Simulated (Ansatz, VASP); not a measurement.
## Ir: VASP beside Ansatz

```xyz
8
Lattice="0.0000 3.8716 -3.8716 -3.8716 0.0000 -3.8716 -3.8716 3.8716 0.0000" Properties=species:S:1:pos:R:3 pbc="T T T"
Ir   -1.9358    1.9358   -3.8716
Ir   -1.9358    0.0000   -1.9358
Ir    0.0000    1.9358   -1.9358
Ir    0.0000    0.0000    0.0000
Ir   -3.8716    3.8716   -3.8716
Ir   -3.8716    1.9358   -1.9358
Ir   -1.9358    3.8716   -1.9358
Ir   -1.9358    1.9358    0.0000
```

Alike in both runs: functional PBE; k mesh 8 × 8 × 8; occupations gaussian, width 0.1 eV; no spin polarisation.

Ansatz relaxed the structure, and its values are those at the end. VASP's run is a single point on that final structure, the one shown.

|  | VASP | Ansatz |
| --- | --- | --- |
| version | VASP 6.6.1 | Ansatz 0.2.0 |
| potentials or method | VASP PAW PBE potentials, release 64 (Ir), cutoff 520 eV | scalar-relativistic, plane waves, PAW |
| valence electrons in the cell | 72 | 136 |

```tsv
	VASP	Ansatz	Ansatz less VASP
gap on the k mesh at the Fermi level (eV)	none	none	-
pressure (GPa)	0.5	0.0	-0.50
```

A gap of «none» marks a metal or a gap that the smearing closes. VASP's potentials hold 72 valence electrons a cell and Ansatz's 136, so a difference there can come from the potentials and not from the codes.

Neither program's run includes spin-orbit coupling.
